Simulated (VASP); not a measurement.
# BC5 (F-43m) in VASP: further runs, part 2 of 2

VASP 6.6.1. The steps go on from the part before.

### Step 4. Relaxation of cell and atoms, PBE

Contents of INCAR:

```
PREC = Accurate
ENCUT = 600
EDIFF = 1E-6
ISMEAR = 0
SIGMA = 0.1
LREAL = False
LASPH = True
NELM = 60
ALGO = Normal
ISIF = 3
LWAVE = False
LCHARG = False
GGA = PE
IBRION = 2
NSW = 90
EDIFFG = -0.04
```

Contents of KPOINTS:

```
Automatic mesh
0
Gamma
  6 6 6
```

Contents of POSCAR:

```
BC5
1.0
    0.0000000000      2.6404573900      2.6404573900
    2.6404573900      0.0000000000      2.6404573900
    2.6404573900      2.6404573900      0.0000000000
B C
1 5
Direct
    0.2500000000      0.2500000000      0.2500000000
    0.5000000000      0.5000000000      0.5000000000
    0.8727480400      0.8727480400      0.8727480400
    0.8727480400      0.8727480400      0.3817558700
    0.8727480400      0.3817558700      0.8727480400
    0.3817558700      0.8727480400      0.8727480400
```

Run with:

```bash
$ cat potpaw_PBE.64/B/POTCAR potpaw_PBE.64/C/POTCAR > POTCAR
$ mpirun -np 1 vasp_std > vasp.out
```

Wall time 3.4 min (1 thread of AMD EPYC 7R43 (Zen 3), shared host); peak memory 0.12 GiB.

Results (log left out):

```yaml
Free_energy: -29.3918 eV
Relaxed_volume: 8.46 Å³/atom
Relaxed_cell: a = 4.156 Å, b = 4.156 Å, c = 4.156 Å, α = 60.00°, β = 60.00°, γ = 60.00°
Space_group_after_relaxing_to_0.05_Å: F-43m (No. 216)
Energy_gained_by_relaxing: 359.3 meV/atom
Ionic_steps: 12
Pressure_after_relaxing: -0.1 GPa
Largest_force_after_relaxing: 0.022 eV/Å
```

Forces on the atoms (eV/Å):
```
B    0.000  0.000  0.000
C    0.000  0.000  0.000
C   -0.013 -0.013 -0.013
C    0.013  0.013 -0.013
C    0.013 -0.013  0.013
C   -0.013  0.013  0.013
```

The path:
| step | energy change (eV) | largest force (eV/Å) | pressure (GPa) | volume (Å³) |
| --- | --- | --- | --- | --- |
| 1 | 0.0000 | 0.5168 | 30.82 | 36.82 |
| 2 | -0.6188 | 1.0621 | -0.27 | 43.47 |
| 3 | -0.6236 | 1.1433 | -2.87 | 44.33 |
| 4 | -1.0130 | 1.9941 | -2.20 | 45.24 |
| 5 | -2.0808 | 0.8874 | 8.64 | 48.06 |
| 6 | -2.0391 | 0.9028 | 3.09 | 47.32 |
| 7 | -2.1026 | 0.0585 | 6.17 | 47.76 |
| 8 | -2.1028 | 0.2375 | 6.72 | 47.83 |
| 9 | -2.0419 | 1.6325 | 2.65 | 52.80 |
| 10 | -2.1263 | 0.7058 | 4.88 | 49.52 |
| 11 | -1.9990 | 1.2875 | -9.38 | 53.97 |
| 12 | -2.1557 | 0.0219 | -0.11 | 50.78 |

Final structure:
```
B C
1.0
     0.00000    2.93906    2.93906
     2.93906    0.00000    2.93906
     2.93906    2.93906    0.00000
B C
1 5
Direct
  0.25000 0.25000 0.25000
  0.50000 0.50000 0.50000
  0.84455 0.84455 0.84455
  0.84455 0.84455 0.46635
  0.84455 0.46635 0.84455
  0.46635 0.84455 0.84455
```

Levels at points of the mesh, in eV from the Fermi level:
```
           k point  band 8  band 9  band 10  band 11  band 12  band 13  band 14  band 15
(0.00, 0.00, 0.00)   -3.73   -3.73    -2.14    -2.14    -0.58    -0.11    -0.11    -0.11
(0.50, 0.00, 0.00)   -4.32   -2.86    -1.36    -0.40    -0.40     0.67     0.67     1.82
(0.50, 0.50, 0.00)   -2.23   -0.88    -0.29    -0.29     0.14     0.14     1.53     2.07
```

Caveat: the volume moved by over 15 % at a fixed basis, so the end points are rough; the bands computed are all filled at some k points, so no gap is given.

### Step 5. Single point, PBE, collinear spin, ferromagnetic start

Contents of INCAR:

```
ALGO = Normal
EDIFF = 1E-7
ENCUT = 520
GGA = PE
ISIF = 2
ISMEAR = 0
ISPIN = 2
LASPH = True
LCHARG = False
LORBIT = 11
LREAL = False
LWAVE = False
MAGMOM = 0 1 1 1 1 1
NBANDS = 24
NELM = 150
PREC = Accurate
SIGMA = 0.1
```

Contents of KPOINTS:

```
k-points
0
Gamma
  6 6 6
```

POSCAR is that of step 4.

Potentials or basis: VASP PAW PBE potentials, release 64 (B, C).

Run with:

```bash
$ cat potpaw_PBE.64/B/POTCAR potpaw_PBE.64/C/POTCAR > POTCAR
$ mpirun -np 1 vasp_std > vasp.out
```

OUTCAR:

```text
EDIFF = 1E-7
   ENCUT = 520
   GGA = PE
   ISIF = 2
   ISMEAR = 0
   ISPIN = 2
   LASPH = True
   LORBIT = 11
   LREAL = False
   NELM = 150
   PREC = Accurate

 ion  position               nearest neighbor table
   1  0.250  0.250  0.250-
   2  0.500  0.500  0.500-
   3  0.873  0.873  0.873-   4 1.83   5 1.83   6 1.83   6 1.90   5 1.90   4 1.90
   4  0.873  0.873  0.382-   3 1.83   5 1.83   6 1.83   5 1.90   6 1.90   3 1.90
   5  0.873  0.382  0.873-   3 1.83   4 1.83   6 1.83   6 1.90   4 1.90   3 1.90
   6  0.382  0.873  0.873-   3 1.83   4 1.83   5 1.83   5 1.90   4 1.90   3 1.90

  LATTYP: Found a face centered cubic cell.
 ALAT       =     5.2809147800

  Lattice vectors:

 A1 = (   0.0000000000,   2.6404573900,   2.6404573900)
 A2 = (   2.6404573900,   0.0000000000,   2.6404573900)
 A3 = (   2.6404573900,   2.6404573900,   0.0000000000)

Analysis of symmetry for initial positions (statically):
=====================================================================
 Subroutine PRICEL returns:
 Original cell was already a primitive cell.

 Routine SETGRP: Setting up the symmetry group for a
 face centered cubic supercell.

 Subroutine GETGRP returns: Found 24 space group operations
 (whereof 24 operations were pure point group operations)
 out of a pool of 48 trial point group operations.

The static configuration has the point symmetry T_d .

Analysis of symmetry for dynamics (positions and initial velocities):
=====================================================================
 Subroutine PRICEL returns:
 Original cell was already a primitive cell.

 Routine SETGRP: Setting up the symmetry group for a
 face centered cubic supercell.

 Subroutine GETGRP returns: Found 24 space group operations
 (whereof 24 operations were pure point group operations)
 out of a pool of 48 trial point group operations.

The dynamic configuration has the point symmetry T_d .

[... 166 lines left out ...]
 Fermi energy:        10.2368545216

 spin component 1

 k-point     1 :       0.0000    0.0000    0.0000
  band No.  band energies     occupation
      1     -11.2134      1.00000
      2      -1.6126      1.00000
      3       1.5829      1.00000
      4       1.5829      1.00000
      5       1.5829      1.00000
      6       2.2913      1.00000
[... 405 lines left out ...]
     22      16.8319      0.00000
     23      18.2863      0.00000
 Fermi energy:        10.2368545216

 spin component 2

 k-point     1 :       0.0000    0.0000    0.0000
  band No.  band energies     occupation
      1     -11.2134      1.00000
      2      -1.6126      1.00000
      3       1.5829      1.00000
      4       1.5829      1.00000
      5       1.5829      1.00000
      6       2.2913      1.00000
[... 405 lines left out ...]
     22      16.8319      0.00000
     23      18.2863      0.00000
 [bands above 23 left out]

------------------------ aborting loop because EDIFF is reached ----------------------------------------

  FORCE on cell =-STRESS in cart. coord.  units (eV):
  Direction    XX          YY          ZZ          XY          YZ          ZX
  --------------------------------------------------------------------------------------
  -------------------------------------------------------------------------------------
  Total        7.1346199      7.1346199      7.1346199     -0.0000000      0.0000000      0.0000000
  in kB      310.4659224    310.4659224    310.4659224     -0.0000000      0.0000000      0.0000000
  external PRESSURE =     310.4659224 kB  Pullay stress =       0.0000000 kB

 VOLUME and BASIS-vectors are now :
 -----------------------------------------------------------------------------
  energy-cutoff  :      520.00
  volume of cell :       36.82
      direct lattice vectors                 reciprocal lattice vectors
     0.000000000  2.640457390  2.640457390    -0.189361132  0.189361132  0.189361132
     2.640457390  0.000000000  2.640457390     0.189361132 -0.189361132  0.189361132
     2.640457390  2.640457390  0.000000000     0.189361132  0.189361132 -0.189361132

 POSITION                                       TOTAL-FORCE (eV/Angst)
 -----------------------------------------------------------------------------------
      1.32023      1.32023      1.32023         0.000000      0.000000     -0.000000
      2.64046      2.64046      2.64046         0.000000      0.000000     -0.000000
      4.60891      4.60891      4.60891        -0.298288     -0.298288     -0.298288
      3.31246      3.31246      4.60891         0.298288      0.298288     -0.298288
      3.31246      4.60891      3.31246         0.298288     -0.298288      0.298288
      4.60891      3.31246      3.31246        -0.298288      0.298288      0.298288
 -----------------------------------------------------------------------------------
    total drift:                                0.000012      0.000012      0.000012

  FREE ENERGIE OF THE ION-ELECTRON SYSTEM (eV)
  ---------------------------------------------------
  free  energy   TOTEN  =       -27.2320491841 eV

  energy  without entropy=      -27.2252445681  energy(sigma->0) =      -27.22864688

 total charge

# of ion       s       p       d       tot
------------------------------------------
    1        0.784   0.680   0.000   1.464
    2        1.114   1.010   0.000   2.124
    3        0.958   1.247   0.000   2.205
    4        0.958   1.247   0.000   2.205
    5        0.958   1.247   0.000   2.205
    6        0.958   1.247   0.000   2.205
--------------------------------------------------
tot          5.732   6.678   0.000  12.410

 magnetization (x)

# of ion       s       p       d       tot
------------------------------------------
    1        0.000   0.000   0.000   0.000
    2        0.000   0.000   0.000   0.000
    3       -0.000  -0.000   0.000  -0.000
    4       -0.000  -0.000   0.000  -0.000
    5       -0.000  -0.000   0.000  -0.000
    6       -0.000  -0.000   0.000  -0.000
--------------------------------------------------
tot         -0.000  -0.000   0.000  -0.000
```

OSZICAR:

```text
N       E                     dE             d eps       ncg     rms          rms(c)
DAV:   1     0.480747882097E+02    0.48075E+02   -0.11568E+04  1536   0.921E+02
DAV:   2    -0.234846460820E+02   -0.71559E+02   -0.65623E+02  2048   0.177E+02
DAV:   3    -0.260969193186E+02   -0.26123E+01   -0.25851E+01  1552   0.280E+01
DAV:   4    -0.261048400550E+02   -0.79207E-02   -0.79173E-02  1688   0.187E+00
DAV:   5    -0.261048575573E+02   -0.17502E-04   -0.17501E-04  1560   0.854E-02    0.760E+00
DAV:   6    -0.272073839685E+02   -0.11025E+01   -0.91932E-01  1536   0.419E+00    0.236E+00
DAV:   7    -0.272306536823E+02   -0.23270E-01   -0.92658E-02  1536   0.165E+00    0.124E+00
DAV:   8    -0.272312191365E+02   -0.56545E-03   -0.97098E-03  1560   0.541E-01    0.595E-01
DAV:   9    -0.272317874662E+02   -0.56833E-03   -0.15836E-03  1544   0.242E-01    0.192E-01
DAV:  10    -0.272319942303E+02   -0.20676E-03   -0.18226E-04  1536   0.101E-01    0.711E-02
DAV:  11    -0.272320474930E+02   -0.53263E-04   -0.23205E-05  1536   0.315E-02    0.156E-02
DAV:  12    -0.272320486384E+02   -0.11453E-05   -0.31682E-06  1640   0.104E-02    0.740E-03
DAV:  13    -0.272320490743E+02   -0.43593E-06   -0.83725E-07  1536   0.619E-03    0.364E-03
DAV:  14    -0.272320491764E+02   -0.10215E-06   -0.87746E-08   768   0.215E-03    0.102E-03
DAV:  15    -0.272320491841E+02   -0.76508E-08   -0.11110E-08   768   0.662E-04
   1 F= -.27232049E+02 E0= -.27228647E+02  d E =-.680462E-02  mag=     0.0000
```

Run time: 68 s. Hardware: 1 thread of AMD EPYC 7R43 (Zen 3), shared host; peak memory 0.13 GiB.

Results:

```yaml
Free_energy: -27.2320 eV
Pressure: 31.0 GPa
Largest_force: 0.517 eV/Å
Net_moment: 0.00 μB per cell
Valence_electrons_inside_the_program's_atomic_spheres: B 1.46; C 2.12, 2.21
```

Forces in eV/Å, atoms in the order of the input:
```
B    0.000  0.000  0.000
C    0.000  0.000  0.000
C   -0.298 -0.298 -0.298
C    0.298  0.298 -0.298
C    0.298 -0.298  0.298
C   -0.298  0.298  0.298
```

### Step 6. Single point, PBE, collinear spin, ferromagnetic start

This run uses another cell than the first one, of 8.42 Å³/atom, 1.373 times its volume.

Contents of INCAR:

```
SYSTEM = BC5
ALGO = Normal
EDIFF = 1E-6
ENCUT = 520
GGA = PE
ISIF = 2
ISMEAR = 0
ISPIN = 2
LASPH = .TRUE.
LCHARG = .FALSE.
LORBIT = 11
LREAL = .FALSE.
LWAVE = .FALSE.
MAGMOM = 0 1 1 1 1 1
NBANDS = 24
NELM = 150
PREC = Accurate
SIGMA = 0.1
```

Contents of KPOINTS:

```
k-points
0
G
  6 6 6
  0 0 0
```

Contents of POSCAR:

```
BC5
1.0
    0.0000000000      2.9343934917      2.9343934917
    2.9343934917      0.0000000000      2.9343934917
    2.9343934917      2.9343934917      0.0000000000
B C
1 5
Direct
    0.7500000000      0.7500000000      0.7500000000
    0.5000000000      0.5000000000      0.5000000000
    0.1555386778      0.5333839665      0.1555386778
    0.1555386778      0.1555386778      0.1555386778
    0.5333839665      0.1555386778      0.1555386778
    0.1555386778      0.1555386778      0.5333839665
```

Potentials or basis: VASP PAW PBE potentials, release 64 (B, C).

Run with:

```bash
$ cat potpaw_PBE.64/B/POTCAR potpaw_PBE.64/C/POTCAR > POTCAR
$ mpirun -np 1 vasp_std > vasp.out
```

OUTCAR:

```text
SYSTEM = BC5
   EDIFF = 1E-6
   ENCUT = 520
   GGA = PE
   ISIF = 2
   ISMEAR = 0
   ISPIN = 2
   LASPH = .TRUE.
   LORBIT = 11
   LREAL = .FALSE.
   NELM = 150
   PREC = Accurate

 ion  position               nearest neighbor table
   1  0.750  0.750  0.750-
   2  0.500  0.500  0.500-
   3  0.156  0.533  0.156-   4 1.57   5 1.57   6 1.57
   4  0.156  0.156  0.156-   3 1.57   5 1.57   6 1.57
   5  0.533  0.156  0.156-   3 1.57   4 1.57   6 1.57
   6  0.156  0.156  0.533-   3 1.57   4 1.57   5 1.57

  LATTYP: Found a face centered cubic cell.
 ALAT       =     5.8687869834

  Lattice vectors:

 A1 = (   0.0000000000,   2.9343934917,   2.9343934917)
 A2 = (   2.9343934917,   0.0000000000,   2.9343934917)
 A3 = (   2.9343934917,   2.9343934917,   0.0000000000)

Analysis of symmetry for initial positions (statically):
=====================================================================
 Subroutine PRICEL returns:
 Original cell was already a primitive cell.

 Routine SETGRP: Setting up the symmetry group for a
 face centered cubic supercell.

[... 1032 lines left out ...]
  Total        0.2344514      0.2344514      0.2344514     -0.0000000      0.0000000      0.0000000
  in kB        7.4332448      7.4332448      7.4332448     -0.0000000      0.0000000      0.0000000
  external PRESSURE =       7.4332448 kB  Pullay stress =       0.0000000 kB

 VOLUME and BASIS-vectors are now :
 -----------------------------------------------------------------------------
  energy-cutoff  :      520.00
  volume of cell :       50.53
      direct lattice vectors                 reciprocal lattice vectors
     0.000000000  2.934393492  2.934393492    -0.170392962  0.170392962  0.170392962
     2.934393492  0.000000000  2.934393492     0.170392962 -0.170392962  0.170392962
     2.934393492  2.934393492  0.000000000     0.170392962  0.170392962 -0.170392962

 POSITION                                       TOTAL-FORCE (eV/Angst)
 -----------------------------------------------------------------------------------
      4.40159      4.40159      4.40159         0.000000     -0.000000     -0.000000
      2.93439      2.93439      2.93439         0.000000     -0.000000     -0.000000
      2.02157      0.91282      2.02157         0.043900     -0.043900      0.043900
      0.91282      0.91282      0.91282        -0.043900     -0.043900     -0.043900
      0.91282      2.02157      2.02157        -0.043900      0.043900      0.043900
      2.02157      2.02157      0.91282         0.043900      0.043900     -0.043900
 -----------------------------------------------------------------------------------
    total drift:                                0.000000      0.000000      0.000000

  FREE ENERGIE OF THE ION-ELECTRON SYSTEM (eV)
  ---------------------------------------------------
  free  energy   TOTEN  =       -29.4032086808 eV

  energy  without entropy=      -29.3810605932  energy(sigma->0) =      -29.39213464

 total charge

# of ion       s       p       d       tot
------------------------------------------
    1        0.838   0.445   0.000   1.283
    2        1.114   0.869   0.000   1.983
    3        0.937   1.379   0.000   2.316
    4        0.937   1.379   0.000   2.316
    5        0.937   1.379   0.000   2.316
    6        0.937   1.379   0.000   2.316
--------------------------------------------------
tot          5.700   6.831   0.000  12.531

 magnetization (x)

# of ion       s       p       d       tot
------------------------------------------
    1        0.000  -0.000   0.000   0.000
    2        0.000  -0.000   0.000  -0.000
    3        0.000   0.000   0.000   0.000
    4        0.000   0.000   0.000   0.000
    5        0.000   0.000   0.000   0.000
    6        0.000   0.000   0.000   0.000
--------------------------------------------------
tot          0.000   0.001   0.000   0.001
```

stdout:

```text
POSCAR found type information on POSCAR B C
 POSCAR found :  2 types and       6 ions
 scaLAPACK will be used
 LDA part: xc-table for (Slater+PW92), standard interpolation
 POSCAR, INCAR and KPOINTS ok, starting setup
 FFT: planning ... GRIDC
 FFT: planning ... GRID_SOFT
 FFT: planning ... GRID
 WAVECAR not read
 entering main loop
```

Run time: 87 s. Hardware: 1 thread of AMD EPYC 7R43 (Zen 3), shared host; peak memory 0.17 GiB.

What came out:

```
Free energy                                           : -29.4032 eV
Pressure                                              : 0.7 GPa
Largest force                                         : 0.076 eV/Å
Net moment                                            : 0.00 μB per cell
Valence electrons inside the program's atomic spheres : B 1.28; C 1.98, 2.32
```

Forces on the atoms (eV/Å):
```
B    0.000  0.000  0.000
C    0.000  0.000  0.000
C    0.044 -0.044  0.044
C   -0.044 -0.044 -0.044
C   -0.044  0.044  0.044
C    0.044  0.044 -0.044
```

### Step 7. The runs side by side

| task | spin | cell | cutoff (eV) | gap on the mesh (eV) | pressure (GPa) | moment (μB) | largest force (eV/Å) |
| --- | --- | --- | --- | --- | --- | --- | --- |
| single point | off | a = 3.734 Å, angles 60.0°, 6 atoms | 520 | none | 31.0 | - | 0.52 |
| single point | off | a = 4.150 Å, angles 60.0°, 6 atoms | 520 | none | 0.7 | - | 0.08 |
| relaxation of cell and atoms | off | relaxed from a = 3.734 Å, angles 60.0°, 6 atoms | 600 | - | -0.1 | - | 0.02 |
| single point | collinear, ferromagnetic start | a = 3.734 Å, angles 60.0°, 6 atoms | 520 | none | 31.0 | 0.00 | 0.52 |
| single point | collinear, ferromagnetic start | a = 4.150 Å, angles 60.0°, 6 atoms | 520 | none | 0.7 | 0.00 | 0.08 |

Alike in all rows: level PBE; potentials or basis VASP PAW PBE potentials, release 64 (B, C); k mesh 6 × 6 × 6; smearing gaussian 0.1 eV.

Caveats: the volume moved by over 15 % at a fixed basis, so the end points are rough (some runs); the bands computed are all filled at some k points, so no gap is given (some runs).

Absolute energies hang on the potentials; compare differences alone.
